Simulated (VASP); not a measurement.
# Ni (P2_1/m) in VASP: single point with PBEsol

Aim: the single point of Ni with PBEsol.

Program: VASP 6.6.1. These are calculated values, not measurements. Logs are shortened: lines on timing, memory, paths and dates and some standing lists are left out, and cuts for length are marked.

**1. The cell of the first run**

The typed cell holds 2 atoms: a = 2.448 Å, b = 2.444 Å, c = 4.073 Å, α = 90.00°, β = 90.00°, γ = 119.86°.

This isn't the form of Ni at room conditions, which is fcc.

**2. Single point, PBEsol, collinear spin, ferromagnetic start**

The input, INCAR:

```
SYSTEM = Ni
PREC     = Accurate       ! precision mode
ENCUT    = 520            ! plane-wave cutoff, eV
EDIFF    = 1E-7           ! SCF threshold, eV
ISMEAR   = -1             ! smearing method
SIGMA    = 0.1            ! smearing width, eV
LREAL    = .FALSE.        ! projectors in reciprocal space
LASPH    = .TRUE.         ! aspherical terms in the spheres
NELM     = 150            ! most SCF steps
ALGO     = Normal         ! electronic algorithm
ISIF     = 2              ! what is computed and relaxed
LWAVE    = .FALSE.        ! write WAVECAR
LCHARG   = .TRUE.         ! write CHGCAR
ISPIN    = 2              ! spin polarisation
MAGMOM   = 1 1            ! initial moments
LORBIT   = 11             ! projections on sites
LMAXMIX  = 4              ! l up to which the mixer works
GGA      = PS             ! functional
LELF     = .TRUE.         ! ELF
LVHAR    = .TRUE.       
NBANDS   = 21             ! bands
```

The input, KPOINTS:

```
regular mesh
0
G
  16 16 9
  0 0 0
```

The input, POSCAR:

```
Ni
1.0
    2.4480200000      0.0040800333      0.0000000000
   -1.2204765833      2.1180099833      0.0000000000
    0.0000000000      0.0000000000      4.0728100000
Ni
2
Direct
    0.3333333333      0.6666666667      0.2500000000
    0.6666666667      0.3333333333      0.7500000000
```

Potentials or basis: VASP PAW PBE potentials, release 64 (Ni).

Launch:

```bash
> cat potpaw_PBE.64/Ni/POTCAR > POTCAR
> mpirun -np 1 vasp_std > vasp.out
```

OUTCAR:

```text
SYSTEM = Ni
   PREC = Accurate
   ENCUT = 520
   EDIFF = 1E-7
   ISMEAR = -1
   LREAL = .FALSE.
   LASPH = .TRUE.
   NELM = 150
   ISIF = 2
   ISPIN = 2
   LORBIT = 11
   GGA = PS

 ion  position               nearest neighbor table
   1  0.333  0.667  0.250-   2 2.48   2 2.48   2 2.48   2 2.48   2 2.48   2 2.48
   2  0.667  0.333  0.750-   1 2.48   1 2.48   1 2.48   1 2.48   1 2.48   1 2.48

  Warning from LATTYP: Monoclinic adjustment (A1->A3, A2->A1, A3->A2)!
  LATTYP: Found a simple monoclinic cell.
 ALAT       =     2.4444895949
 B/A-ratio  =     1.6661187711
 C/A-ratio  =     1.0014456208
 COS(beta)  =    -0.4978318906

  Lattice vectors:

 A1 = (  -1.2204765833,   2.1180099833,   0.0000000000)
 A2 = (   0.0000000000,   0.0000000000,   4.0728100000)
 A3 = (   2.4480200000,   0.0040800333,   0.0000000000)

Analysis of symmetry for initial positions (statically):
=====================================================================
 Subroutine PRICEL returns:
 Original cell was already a primitive cell.

 Routine SETGRP: Setting up the symmetry group for a
 simple monoclinic supercell.

 Subroutine GETGRP returns: Found  4 space group operations
 (whereof  2 operations were pure point group operations)
 out of a pool of  4 trial point group operations.

The static configuration has the point symmetry S_2 .
 The point group associated with its full space group is C_2h.

Analysis of symmetry for dynamics (positions and initial velocities):
=====================================================================
 Subroutine PRICEL returns:
 Original cell was already a primitive cell.

 Routine SETGRP: Setting up the symmetry group for a
 simple monoclinic supercell.

 Subroutine GETGRP returns: Found  4 space group operations
 (whereof  2 operations were pure point group operations)
 out of a pool of  4 trial point group operations.

The dynamic configuration has the point symmetry S_2 .
 The point group associated with its full space group is C_2h.

Analysis of structural, dynamic, and magnetic symmetry:
=====================================================================
 Subroutine PRICEL returns:
 Original cell was already a primitive cell.

 Routine SETGRP: Setting up the symmetry group for a
 simple monoclinic supercell.

 Subroutine GETGRP returns: Found  4 space group operations
 (whereof  2 operations were pure point group operations)
 out of a pool of  4 trial point group operations.

The overall configuration has the point symmetry S_2 .
 The point group associated with its full space group is C_2h.

[... 120 lines left out ...]
  Fermi-wavevector in a.u.,A,eV,Ry     =   1.607189  3.037146 35.144597  2.583055
  Thomas-Fermi vector in A             =   2.703257
   LORBIT       =     11    0 simple, 1 ext, 2 COOP (PROOUT), +10 PAW based schemes
   GGA     = PS    functional components
   LHFCALC =     F    Hartree Fock is set to
   AEXX    =    0.0000 exact exchange contribution
   IVDW    =     0    specifies the selected vdW correction
   LEPSILON=     F    determine dielectric tensor
   LRPA    =     F    only Hartree local field effects (RPA)
 spin polarized calculation
  energy-cutoff  :      520.00
  volume of cell :       21.14
 maximum number of plane-waves:       586
   NGX =  9   NGY =  9   NGZ = 15

 number of electron      19.9999995 magnetization       1.2024321

 Free energy of the ion-electron system (eV)
  ---------------------------------------------------
  ext. energy  EPLUGINS =         0.00000000
  ---------------------------------------------------
  free energy    TOTEN  =       -12.27668601 eV

  energy without entropy =      -12.15397558  energy(sigma->0) =      -12.21533080

 E-fermi :   9.6144     XC(G=0): -13.6066

 val. band max:        9.6124298626   @ k =   0.0000   0.0000   0.0000
 cond. band min:       9.6150585441   @ k =   0.5000   0.3750   0.1111
 fundamental gap:      0.0026286815
 Fermi energy:         9.6143770090

 spin component 1

 k-point     1 :       0.0000    0.0000    0.0000
  band No.  band energies     occupation
      1       0.3377      1.00000
      2       4.5896      1.00000
      3       7.0698      1.00000
      4       7.2133      1.00000
      5       7.2467      1.00000
      6       7.4809      1.00000
[... 565 lines left out ...]
     20      38.6189      0.00000
     21      39.3737      0.00000

 [... further k-points ...]

 spin component 2

 k-point     1 :       0.0000    0.0000    0.0000
  band No.  band energies     occupation
      1       0.3331      1.00000
      2       4.9611      1.00000
      3       7.7181      1.00000
      4       7.8452      1.00000
      5       7.8790      1.00000
      6       8.1300      1.00000
[... 565 lines left out ...]
     20      38.7020      0.00000
     21      39.4882      0.00000

 [... further k-points ...]

------------------------ aborting loop because EDIFF is reached ----------------------------------------

  FORCE on cell =-STRESS in cart. coord.  units (eV):
  Direction    XX          YY          ZZ          XY          YZ          ZX
  --------------------------------------------------------------------------------------
  -------------------------------------------------------------------------------------
  Total       -0.2204051     -0.2201238     -0.7033712     -0.0489184      0.0000000      0.0000000
  in kB      -16.7062182    -16.6848962    -53.3139881     -3.7079055      0.0000000      0.0000000
  external PRESSURE =     -28.9017008 kB  Pullay stress =       0.0000000 kB

 VOLUME and BASIS-vectors are now :
 -----------------------------------------------------------------------------
  energy-cutoff  :      520.00
  volume of cell :       21.14
      direct lattice vectors                 reciprocal lattice vectors
     2.448020000  0.004080033  0.000000000     0.408101456  0.235163325  0.000000000
    -1.220476583  2.118009983  0.000000000    -0.000786147  0.471688299  0.000000000
     0.000000000  0.000000000  4.072810000     0.000000000  0.000000000  0.245530727

 POSITION                                       TOTAL-FORCE (eV/Angst)
 -----------------------------------------------------------------------------------
      0.00236      1.41337      1.01820        -0.006711      0.000017      0.000000
      1.22519      0.70872      3.05461         0.006711     -0.000017     -0.000000
 -----------------------------------------------------------------------------------
    total drift:                                0.000000     -0.000000      0.000000

  FREE ENERGIE OF THE ION-ELECTRON SYSTEM (eV)
  ---------------------------------------------------
  free  energy   TOTEN  =       -12.2766860136 eV

  energy  without entropy=      -12.1539755771  energy(sigma->0) =      -12.21533080

 total charge

# of ion       s       p       d       tot
------------------------------------------
    1        0.512   0.528   8.328   9.368
    2        0.512   0.528   8.328   9.368
--------------------------------------------------
tot          1.024   1.057  16.656  18.736

 magnetization (x)

# of ion       s       p       d       tot
------------------------------------------
    1       -0.005  -0.022   0.635   0.607
    2       -0.005  -0.022   0.635   0.607
--------------------------------------------------
tot         -0.010  -0.045   1.270   1.215
```

OSZICAR:

```text
N       E                     dE             d eps       ncg     rms          rms(c)
DAV:   1     0.943411137877E+02    0.94341E+02   -0.91611E+03 58920   0.140E+03
DAV:   2    -0.906829013034E+01   -0.10341E+03   -0.95327E+02 55430   0.235E+02
DAV:   3    -0.146252823359E+02   -0.55570E+01   -0.53460E+01 62173   0.622E+01
DAV:   4    -0.146915296905E+02   -0.66247E-01   -0.66201E-01 62468   0.641E+00
DAV:   5    -0.146932628919E+02   -0.17332E-02   -0.17331E-02 62958   0.104E+00    0.155E+01
DAV:   6    -0.130048362816E+02    0.16884E+01   -0.80307E+00 63985   0.620E+01    0.877E+00
DAV:   7    -0.123172801045E+02    0.68756E+00   -0.17147E+00 62954   0.248E+01    0.270E+00
DAV:   8    -0.122837277784E+02    0.33552E-01   -0.13107E-02 79881   0.149E+00    0.130E+00
DAV:   9    -0.122783749808E+02    0.53528E-02   -0.75417E-04 80391   0.274E-01    0.424E-01
DAV:  10    -0.122766842258E+02    0.16908E-02   -0.16289E-04 90846   0.192E-01    0.517E-02
DAV:  11    -0.122767052818E+02   -0.21056E-04   -0.23556E-05 60356   0.486E-02    0.343E-02
DAV:  12    -0.122766859478E+02    0.19334E-04   -0.34461E-06 89226   0.218E-02    0.166E-02
DAV:  13    -0.122766863944E+02   -0.44663E-06   -0.15407E-06 74733   0.126E-02    0.472E-03
DAV:  14    -0.122766861606E+02    0.23374E-06   -0.47298E-08 41502   0.205E-03    0.940E-04
DAV:  15    -0.122766860294E+02    0.13127E-06   -0.91393E-09 30720   0.109E-03    0.580E-04
DAV:  16    -0.122766860136E+02    0.15727E-07   -0.23667E-09 29825   0.415E-04
   1 F= -.12276686E+02 E0= -.12215331E+02  d E =-.122710E+00  mag=     1.2024
```

stdout:

```text
POSCAR found type information on POSCAR Ni
 POSCAR found :  1 types and       2 ions
 scaLAPACK will be used
 -----------------------------------------------------------------------------
|                                                                             |
|                                                                             |
|     You enforced a specific xc type in the INCAR file but a different       |
|     I HOPE YOU KNOW WHAT YOU ARE DOING!                                     |
|                                                                             |
 -----------------------------------------------------------------------------

 LDA part: xc-table for (Slater+PW92), standard interpolation
 POSCAR, INCAR and KPOINTS ok, starting setup
 FFT: planning ... GRIDC
 FFT: planning ... GRID_SOFT
 FFT: planning ... GRID
 WAVECAR not read
 entering main loop
```

Run time: 3.7 min. Hardware: 1 thread of Intel Xeon 6975P-C (Granite Rapids), shared host; peak memory 0.46 GiB.

What came out:

| Property | Result |
| --- | --- |
| Free energy | -12.2767 eV |
| Pressure | -2.9 GPa |
| Largest force | 0.007 eV/Å |
| Net moment | 1.20 μB per cell |
| Site moments | Ni +0.61 μB |
| Valence electrons inside the program's atomic spheres | Ni 9.37 |

Forces in eV/Å, atoms in the order of the input:
```
Ni  -0.007  0.000  0.000
Ni   0.007  0.000  0.000
```

Levels at points of the mesh, in eV from the Fermi level:
Spin up:
```csv
k point,band 8,band 9,band 10,band 11,band 12,band 13
"(0.00, 0.00, 0.00)",-1.62,-1.62,-0.69,-0.68,-0.60,5.59
"(0.50, 0.00, 0.00)",-0.55,-0.52,-0.43,1.22,3.16,9.36
"(0.00, 0.50, 0.00)",-0.54,-0.52,-0.42,1.23,3.18,9.38
"(0.50, 0.50, 0.00)",-0.54,-0.52,-0.42,1.24,3.20,9.41
```
Spin down:
```
           k point  band 6  band 7  band 8  band 9  band 10  band 11  band 12  band 13
(0.00, 0.00, 0.00)   -1.48   -1.45   -0.98   -0.97    -0.62     0.00     0.00     5.99
(0.50, 0.00, 0.00)   -1.78   -1.49    0.18    0.18     0.30     1.67     3.52     9.50
(0.00, 0.50, 0.00)   -1.79   -1.48    0.18    0.18     0.30     1.68     3.54     9.52
(0.50, 0.50, 0.00)   -1.80   -1.47    0.17    0.18     0.30     1.69     3.56     9.54
```

Caveat: the PAW data sets were made with another functional, which shifts forces and pressure a little.
